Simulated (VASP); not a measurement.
# Sn2SeS3 (P-4m2) in VASP: further runs

Runs on Sn2SeS3. Level: PBE. Tasks: relaxation of cell and atoms, single point.

Everything below comes from runs of VASP 6.6.1. Logs are shortened: lines on timing, memory, paths and dates and some standing lists are left out, and cuts for length are marked.

## 1. The cell of the first run

The structure is tetragonal, space group P-4m2 (No. 115). The conventional cell has a = 4.110 Å, b = 4.110 Å, c = 9.067 Å, α = 90.00°, β = 90.00°, γ = 90.00°. Sn (site symmetry 2mm) has 7 S at 3.11 to 3.22 Å and 2 Se at 3.13 Å and 4 Sn at 4.11 Å within 4.2 Å. Within 3.8 Å of Se (site symmetry -4m2) lie 4 S at 2.91 Å and 4 Sn at 3.13 Å. Within 4.2 Å of S (site symmetry 2mm) lie 5 Sn at 3.11 to 3.22 Å and 10 S at 3.59 to 4.11 Å and 2 Se at 4.04 Å. S (site symmetry -4m2) has 4 Se at 2.91 Å and 4 Sn at 3.13 Å within 3.8 Å.

The cell was generated, and may not be a known phase.

## 2. Relaxation of cell and atoms, PBE

Contents of INCAR:

```
SYSTEM = Sn2SeS3
PREC = Accurate
ENCUT = 600
EDIFF = 1E-7
ISMEAR = 0
SIGMA = 0.1
LREAL = .FALSE.
LASPH = .TRUE.
NELM = 80
ALGO = Normal
ISIF = 3
LWAVE = .FALSE.
LCHARG = .FALSE.
GGA = PE
IBRION = 2
NSW = 90
EDIFFG = -0.04
```

Contents of KPOINTS:

```
regular mesh
0
G
  4 4 2
  0 0 0
```

Contents of POSCAR:

```
Sn2SeS3
1.0
    4.1101637800      0.0000000000      0.0000000000
    0.0000000000      4.1101637800      0.0000000000
    0.0000000000      0.0000000000      9.0674131100
Sn Se S
2 1 3
Direct
    0.5000000000      0.0000000000      0.7391930200
    0.0000000000      0.5000000000      0.2608069800
    0.5000000000      0.5000000000      0.0000000000
    0.5000000000      0.0000000000      0.3837740100
    0.0000000000      0.5000000000      0.6162259900
    0.0000000000      0.0000000000      0.0000000000
```

Potentials or basis: VASP PAW PBE potentials, release 64 (Sn_d, Se, S).

Command:

```
$ cat potpaw_PBE.64/Sn_d/POTCAR potpaw_PBE.64/Se/POTCAR potpaw_PBE.64/S/POTCAR > POTCAR
$ mpirun -np 1 vasp_std > vasp.out
```

OUTCAR:

```text
SYSTEM = Sn2SeS3
   PREC = Accurate
   ENCUT = 600
   EDIFF = 1E-7
   ISMEAR = 0
   LREAL = .FALSE.
   LASPH = .TRUE.
   NELM = 80
   ISIF = 3
   GGA = PE
   IBRION = 2
   NSW = 90
   EDIFFG = -0.04

 ion  position               nearest neighbor table
   1  0.500  0.000  0.739-   5 3.11   5 3.11   5 3.11   5 3.11   3 3.13   6 3.13   6 3.13   3 3.13
                             4 3.22
   2  0.000  0.500  0.261-   4 3.11   4 3.11   4 3.11   4 3.11   6 3.13   3 3.13   6 3.13   3 3.13
                             5 3.22
   3  0.500  0.500  0.000-   1 3.13   2 3.13   1 3.13   2 3.13
   4  0.500  0.000  0.384-   2 3.11   2 3.11   2 3.11   2 3.11   1 3.22
   5  0.000  0.500  0.616-   1 3.11   1 3.11   1 3.11   1 3.11   2 3.22
   6  0.000  0.000  0.000-   1 3.13   2 3.13   2 3.13   1 3.13

  LATTYP: Found a simple tetragonal cell.
 ALAT       =     4.1101637800
 C/A-ratio  =     2.2060953274

  Lattice vectors:

 A1 = (   4.1101637800,   0.0000000000,   0.0000000000)
 A2 = (   0.0000000000,   4.1101637800,   0.0000000000)
 A3 = (   0.0000000000,   0.0000000000,   9.0674131100)

Analysis of symmetry for initial positions (statically):
=====================================================================
 Subroutine PRICEL returns:
 Original cell was already a primitive cell.

 Routine SETGRP: Setting up the symmetry group for a
 simple tetragonal supercell.

 Subroutine GETGRP returns: Found  8 space group operations
 (whereof  8 operations were pure point group operations)
 out of a pool of 16 trial point group operations.

The static configuration has the point symmetry D_2d.

Analysis of symmetry for dynamics (positions and initial velocities):
=====================================================================
 Subroutine PRICEL returns:
 Original cell was already a primitive cell.

 Routine SETGRP: Setting up the symmetry group for a
 simple tetragonal supercell.

 Subroutine GETGRP returns: Found  8 space group operations
 (whereof  8 operations were pure point group operations)
 out of a pool of 16 trial point group operations.

The dynamic configuration has the point symmetry D_2d.

 Subroutine INISYM returns: Found  8 space group operations
 (whereof  8 operations are pure point group operations),
 and found     1 'primitive' translations

----------------------------------------------------------------------------------------

                                     Primitive cell

  volume of cell :     153.1799

  direct lattice vectors                    reciprocal lattice vectors
     4.110163780  0.000000000  0.000000000     0.243299307  0.000000000  0.000000000
     0.000000000  4.110163780  0.000000000     0.000000000  0.243299307  0.000000000
     0.000000000  0.000000000  9.067413110     0.000000000  0.000000000  0.110285038

  length of vectors
     4.110163780  4.110163780  9.067413110     0.243299307  0.243299307  0.110285038

  position of ions in fractional coordinates (direct lattice)
     0.500000000  0.000000000  0.739193020
     0.000000000  0.500000000  0.260806980
     0.500000000  0.500000000  0.000000000
     0.500000000  0.000000000  0.383774010
     0.000000000  0.500000000  0.616225990
     0.000000000  0.000000000  0.000000000

  ion indices of the primitive-cell ions
   primitive index   ion index
                 1           1
                 2           2
                 3           3
                 4           4
                 5           5
                 6           6

----------------------------------------------------------------------------------------

 KPOINTS: regular mesh

Automatic generation of k-mesh.
 Grid dimensions read from file:
 generate k-points for:    4    4    2

 Generating k-lattice:

  Cartesian coordinates                     Fractional coordinates (reciprocal lattice)
     0.060824827  0.000000000  0.000000000     0.250000000  0.000000000  0.000000000
     0.000000000  0.060824827  0.000000000     0.000000000  0.250000000  0.000000000
     0.000000000  0.000000000  0.055142519     0.000000000  0.000000000  0.500000000

  Length of vectors
     0.060824827  0.060824827  0.055142519

  Shift w.r.t. Gamma in fractional coordinates (k-lattice)
     0.000000000  0.000000000  0.000000000

 Subroutine IBZKPT returns following result:
 ===========================================

 Found     12 irreducible k-points:

 Following reciprocal coordinates:
            Coordinates               Weight
  0.000000  0.000000  0.000000      1.000000
  0.250000  0.000000  0.000000      4.000000
  0.500000  0.000000  0.000000      2.000000
  0.250000  0.250000  0.000000      4.000000
  0.500000  0.250000  0.000000      4.000000
  0.500000  0.500000  0.000000      1.000000
  0.000000  0.000000  0.500000      1.000000
  0.250000  0.000000  0.500000      4.000000
  0.500000  0.000000  0.500000      2.000000
  0.250000  0.250000  0.500000      4.000000
  0.500000  0.250000  0.500000      4.000000
  0.500000  0.500000  0.500000      1.000000
   k-points           NKPTS =     12   k-points in BZ     NKDIM =     12   number of bands    NBANDS=     31
   number of dos      NEDOS =    301   number of ions     NIONS =      6
   total plane-waves  NPLWV =  93312
   dimension x,y,z NGX =    36 NGY =   36 NGZ =   72
   dimension x,y,z NGXF=    72 NGYF=   72 NGZF=  144
   ions per type =               2   1   3
   NGX,Y,Z   is equivalent  to a cutoff of  14.56, 14.56, 13.20 a.u.
   NGXF,Y,Z  is equivalent  to a cutoff of  29.12, 29.12, 26.40 a.u.
 SYSTEM =  Sn2SeS3
   PREC   = accura    normal or accurate (medium, high low for compatibility)
   ISTART =      0    job   : 0-new  1-cont  2-samecut
   ICHARG =      2    charge: 1-file 2-atom 10-const
   ISPIN  =      1    spin polarized calculation?
   LNONCOLLINEAR =      F non collinear calculations
   LSORBIT =      F    spin-orbit coupling
   LASPH  =      T    aspherical Exc in radial PAW
   ENCUT  =  600.0 eV  44.10 Ry    6.64 a.u.   8.21  8.21 18.11*2*pi/ulx,y,z
   NELM   =     80;   NELMIN=  2; NELMDL= -5     # of ELM steps
   EDIFF  = 0.1E-06   stopping-criterion for ELM
   LREAL  =      F    real-space projection
   EDIFFG = -.4E-01   stopping-criterion for IOM
   NSW    =     90    number of steps for IOM
   IBRION =      2    ionic relax: 0-MD 1-quasi-New 2-CG
   NFREE  =      1    steps in history (QN), initial steepest desc. (CG)
   ISIF   =      3    stress and relaxation
   ISYM   =      2    0-nonsym 1-usesym 2-fastsym
   POTIM  = 0.5000    time-step for ionic-motion
   TEBEG  =    0.0;   TEEND  =   0.0 temperature during run
   PSTRESS=    0.0 pullay stress
   NELECT =      52.0000    total number of electrons
   NUPDOWN=      -1.0000    fix difference up-down
   EMIN   =  10.00;   EMAX   =-10.00  energy-range for DOS
   EFERMI =   0.00;   METHOD = LEGACY
   ISMEAR =     0;   SIGMA  =   0.10  broadening in eV -4-tet -1-fermi 0-gaus
   EFERMI_NEDOS =   21; number of points for ismear=-14 and -15
   IALGO  =     38    algorithm
   IMIX   =      4    mixing-type and parameters
     AMIX     =   0.40;   BMIX     =  1.00
     AMIX_MAG =   1.60;   BMIX_MAG =  1.00
  volume/ion in A,a.u.               =      25.53       172.28
  Fermi-wavevector in a.u.,A,eV,Ry     =   1.142024  2.158113 17.744988  1.304220
  Thomas-Fermi vector in A             =   2.278723
   LORBIT       =      0    0 simple, 1 ext, 2 COOP (PROOUT), +10 PAW based schemes
   GGA     = PE    functional components
   LHFCALC =     F    Hartree Fock is set to
   AEXX    =    0.0000 exact exchange contribution
   IVDW    =     0    specifies the selected vdW correction
   LEPSILON=     F    determine dielectric tensor
   LRPA    =     F    only Hartree local field effects (RPA)
 conjugate gradient relaxation of ions
 non-spin polarized calculation
 Gauss-broadening in eV      SIGMA  =   0.10
  energy-cutoff  :      600.00
  volume of cell :      153.18
 maximum number of plane-waves:      5160
 NGX is ok and might be reduce to    36
   NGX = 17   NGY = 17   NGZ = 37

--------------------------------------- Ionic step        1  -------------------------------------------

 number of electron      52.0000002 magnetization

 Free energy of the ion-electron system (eV)
  ---------------------------------------------------
  ext. energy  EPLUGINS =         0.00000000
  ---------------------------------------------------
  free energy    TOTEN  =       -22.86197557 eV

  energy without entropy =      -22.83226349  energy(sigma->0) =      -22.84711953

------------------------ aborting loop because EDIFF is reached ----------------------------------------

  FORCE on cell =-STRESS in cart. coord.  units (eV):
  Direction    XX          YY          ZZ          XY          YZ          ZX
  --------------------------------------------------------------------------------------
  -------------------------------------------------------------------------------------
  Total       -9.1648667     -9.1648667     -3.0392183      0.0000000     -0.0000000     -0.0000000
  in kB      -95.8594820    -95.8594820    -31.7885571      0.0000000     -0.0000000     -0.0000000
  external PRESSURE =     -74.5025070 kB  Pullay stress =       0.0000000 kB
[... 101 lines left out ...]
  FREE ENERGIE OF THE ION-ELECTRON SYSTEM (eV)
  ---------------------------------------------------
  free  energy   TOTEN  =       -23.9332370359 eV

  energy  without entropy=      -23.9071382113  energy(sigma->0) =      -23.92018762

 E-fermi :   5.7477     XC(G=0):  -9.9931

 val. band max:        5.6957404735   @ k =   0.0000   0.0000   0.5000
 cond. band min:       5.7485443431   @ k =   0.2500   0.0000   0.0000
 fundamental gap:      0.0528038696
 Fermi energy:         5.7476522410

 k-point     1 :       0.0000    0.0000    0.0000
  band No.  band energies     occupation
      1     -15.6197      2.00000
      2     -15.6167      2.00000
      3     -15.5821      2.00000
      4     -15.5814      2.00000
      5     -15.5812      2.00000
      6     -15.5812      2.00000
[... 397 lines left out ...]
     30       9.6998      0.00000
     31      10.0681      0.00000

[... ionic steps 4 to 11 ...]

--------------------------------------- Ionic step       12  -------------------------------------------

 number of electron      51.9999997 magnetization

------------------------ aborting loop because EDIFF is reached ----------------------------------------

  FORCE on cell =-STRESS in cart. coord.  units (eV):
  Direction    XX          YY          ZZ          XY          YZ          ZX
  --------------------------------------------------------------------------------------
  -------------------------------------------------------------------------------------
  Total        0.6397134      0.6397134      0.7236994      0.0000000      0.0000000     -0.0000000
  in kB        7.8377891      7.8377891      8.8667873      0.0000000      0.0000000     -0.0000000
  external PRESSURE =       8.1807885 kB  Pullay stress =       0.0000000 kB
[... 65 lines left out ...]
  energy  without entropy=      -24.4232726894  energy(sigma->0) =      -24.43777068

--------------------------------------- Ionic step       14  -------------------------------------------

 number of electron      52.0000005 magnetization

 Free energy of the ion-electron system (eV)
  ---------------------------------------------------
  ext. energy  EPLUGINS =         0.00000000
  ---------------------------------------------------
  free energy    TOTEN  =       -24.45758916 eV

  energy without entropy =      -24.43119873  energy(sigma->0) =      -24.44439395

 E-fermi :   5.9217     XC(G=0): -10.0599

 val. band max:        5.9044070146   @ k =   0.2500   0.2500   0.0000
 cond. band min:       5.9452060121   @ k =   0.2500   0.0000   0.5000
 fundamental gap:      0.0407989975
 Fermi energy:         5.9216923645

 k-point     1 :       0.0000    0.0000    0.0000
  band No.  band energies     occupation
      1     -15.3791      2.00000
      2     -15.3688      2.00000
      3     -15.3646      2.00000
      4     -15.3636      2.00000
      5     -15.3370      2.00000
      6     -15.3370      2.00000
[... 430 lines left out ...]
  FREE ENERGIE OF THE ION-ELECTRON SYSTEM (eV)
  ---------------------------------------------------
  free  energy   TOTEN  =       -24.4575891646 eV

  energy  without entropy=      -24.4311987343  energy(sigma->0) =      -24.44439395

 reached required accuracy - stopping structural energy minimisation
```

Wall time 8.8 min (1 thread of Intel Xeon Platinum 8488C (Sapphire Rapids), shared host); peak memory 0.35 GiB.

What came out:

* Free energy: -24.4576 eV
* Relaxed volume: 22.42 Å³/atom
* Relaxed cell: a = 3.848 Å, b = 3.848 Å, c = 9.083 Å, α = 90.00°, β = 90.00°, γ = 90.00°
* Space group after relaxing (to 0.1 Å): P-4m2 (No. 115)
* Energy gained by relaxing: 265.9 meV/atom
* Ionic steps: 14
* Pressure after relaxing: -0.1 GPa
* Largest force after relaxing: 0.020 eV/Å
* Band gap on the k mesh: zero (bands 26 and 27 overlap by 0.47 eV)

Forces on the atoms (eV/Å):
```
Sn   0.000  0.000 -0.020
Sn   0.000  0.000  0.020
Se   0.000  0.000  0.000
S    0.000  0.000 -0.003
S    0.000  0.000  0.003
S    0.000  0.000  0.000
```

Stress tensor (GPa, compression positive):
```
-0.01  0.00  0.00
 0.00 -0.01  0.00
 0.00  0.00 -0.20
```

Step by step:
```csv
step,energy change (eV),largest force (eV/Å),pressure (GPa),volume (Å³)
1,0.0000,1.3931,-7.45,153.18
2,-1.0588,1.4288,0.58,128.22
3,-1.0713,1.3961,2.05,125.74
4,-1.3181,0.9347,2.17,126.89
5,-1.4177,0.2481,2.60,128.10
6,-1.4788,0.3683,-1.86,136.80
7,-1.4873,0.3192,-0.81,134.41
8,-1.5213,0.3215,-0.71,133.66
9,-1.5745,0.1683,0.00,131.32
10,-1.5747,0.1911,-0.07,131.49
11,-1.5835,0.0656,0.71,130.86
12,-1.5836,0.0495,0.82,130.77
13,-1.5903,0.0432,0.51,131.99
14,-1.5956,0.0195,-0.08,134.52
```

Final structure:
```
Sn Se S
1.0
     3.84827    0.00000    0.00000
     0.00000    3.84827    0.00000
     0.00000    0.00000    9.08329
Sn Se S
2 1 3
Direct
  0.50000 0.00000 0.68791
  0.00000 0.50000 0.31209
  0.50000 0.50000 0.00000
  0.50000 0.00000 0.37978
  0.00000 0.50000 0.62022
  0.00000 0.00000 0.00000
```

Caveat: the k points lie up to 0.41 Å⁻¹ apart in the final cell; semilocal functionals underestimate gaps, and a narrow one can read as zero; spin-orbit coupling is left out, which moves the levels of the heavy elements.

## 3. Single point, PBE

This run uses another cell than the first one, of 22.25 Å³/atom.

Contents of INCAR:

```
ALGO     = Normal         # electronic algorithm
EDIFF    = 1E-6           # SCF threshold, eV
ENCUT    = 520            # plane-wave cutoff, eV
GGA      = PE             # functional
ISIF     = 2              # what is computed and relaxed
ISMEAR   = 0              # smearing method
LASPH    = T              # aspherical terms in the spheres
LCHARG   = F              # write CHGCAR
LREAL    = F              # projectors in reciprocal space
LWAVE    = F              # write WAVECAR
NBANDS   = 35             # bands
NELM     = 60             # most SCF steps
PREC     = Accurate       # precision mode
SIGMA    = 0.1            # smearing width, eV
```

Contents of KPOINTS:

```
k-points
0
Gamma
  10 10 4
```

Contents of POSCAR:

```
Sn2SeS3
1.0
    3.8454294821      0.0000000000      0.0000000000
    0.0000000000      3.8454294821      0.0000000000
    0.0000000000      0.0000000000      9.0270285759
Sn Se S
2 1 3
Direct
    0.5000000000      0.0000000000      0.6906802534
    0.0000000000      0.5000000000      0.3093197466
    0.5000000000      0.5000000000      0.0000000000
    0.5000000000      0.0000000000      0.3838052405
    0.0000000000      0.5000000000      0.6161947595
    0.0000000000      0.0000000000      0.0000000000
```

Potentials or basis: VASP PAW PBE potentials, release 64 (Sn_d, Se, S).

Command:

```
$ cat potpaw_PBE.64/Sn_d/POTCAR potpaw_PBE.64/Se/POTCAR potpaw_PBE.64/S/POTCAR > POTCAR
$ mpirun -np 1 vasp_std > vasp.out
```

Wall time 3.4 min (1 thread of Intel Xeon Platinum 8488C (Sapphire Rapids), shared host); peak memory 0.41 GiB.

Results (log left out):

```yaml
Free_energy: -24.3267 eV
Pressure: 0.0 GPa
Largest_force: 0.005 eV/Å
Band_gap_on_the_k_mesh: zero (bands 26 and 27 overlap by 0.59 eV)
```

Forces in eV/Å, atoms in the order of the input:
```
Sn   0.000  0.000  0.005
Sn   0.000  0.000 -0.005
Se   0.000  0.000  0.000
S    0.000  0.000 -0.001
S    0.000  0.000  0.001
S    0.000  0.000  0.000
```

Levels at points of the mesh, in eV from the Fermi level:
| k point | band 24 | band 25 | band 26 | band 27 | band 28 | band 29 |
| --- | --- | --- | --- | --- | --- | --- |
| (0.00, 0.00, 0.00) | -2.06 | 0.06 | 0.28 | 2.58 | 2.58 | 3.00 |
| (0.50, 0.00, 0.00) | -1.49 | -1.47 | -1.24 | 0.31 | 0.36 | 2.25 |
| (0.50, 0.50, 0.00) | -1.72 | -1.63 | -1.42 | 2.54 | 2.54 | 3.41 |
| (0.00, 0.00, 0.50) | -1.88 | 0.09 | 0.18 | 1.18 | 2.58 | 2.58 |
| (0.50, 0.00, 0.50) | -1.56 | -1.20 | -1.13 | -0.03 | -0.02 | 2.43 |
| (0.50, 0.50, 0.50) | -2.10 | -1.92 | -1.77 | 3.35 | 3.35 | 4.01 |

Caveat: semilocal functionals underestimate gaps, and a narrow one can read as zero; spin-orbit coupling is left out, which moves the levels of the heavy elements.

The gap in the log of VASP goes by the Fermi energy; the results here count the filled bands.